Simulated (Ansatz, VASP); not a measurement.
## SiO2: VASP beside Ansatz

```xyz
6
Lattice="4.1406 0.0000 0.0000 0.0000 4.1406 0.0000 0.0000 0.0000 3.0125" Properties=species:S:1:pos:R:3 pbc="T T T"
Si    2.0703    2.0703    1.5063
Si    0.0000    0.0000    0.0000
O     2.8695    2.8695    0.0000
O     0.7992    3.3414    1.5063
O     1.2711    1.2711    0.0000
O     3.3414    0.7992    1.5063
```

Alike in both runs: task single point; functional PBE; k mesh 6 × 6 × 8; occupations gaussian, width 0.05 eV; no spin polarisation.

|  | VASP | Ansatz |
| --- | --- | --- |
| version | VASP 6.6.1 | Ansatz 0.2.0 |
| potentials or method | VASP PAW PBE potentials, release 64 (Si, O), cutoff 520 eV | scalar-relativistic, plane waves, PAW |
| valence electrons in the cell | 32 | 32 |

Ansatz gave:

| Item | Value |
| --- | --- |
| gap on the k mesh at the Fermi level (eV) | 3.39 |
| least direct gap on the mesh (eV) | 3.39 |
| pressure (GPa) | -19.7 |
| traceless stress, the component that is largest in VASP (GPa) | -30.34 |
| rms of the force components (eV/Å) | 0.356 |

Q: Estimate VASP's values.

A: gap on the k mesh at the Fermi level (eV): 3.37; least direct gap on the mesh (eV): 3.37; pressure (GPa): -19.5; traceless stress, the component that is largest in VASP (GPa): -30.26; rms of the force components (eV/Å): 0.351.

Atom by atom the forces differ by 0.006 eV/Å (rms over components).
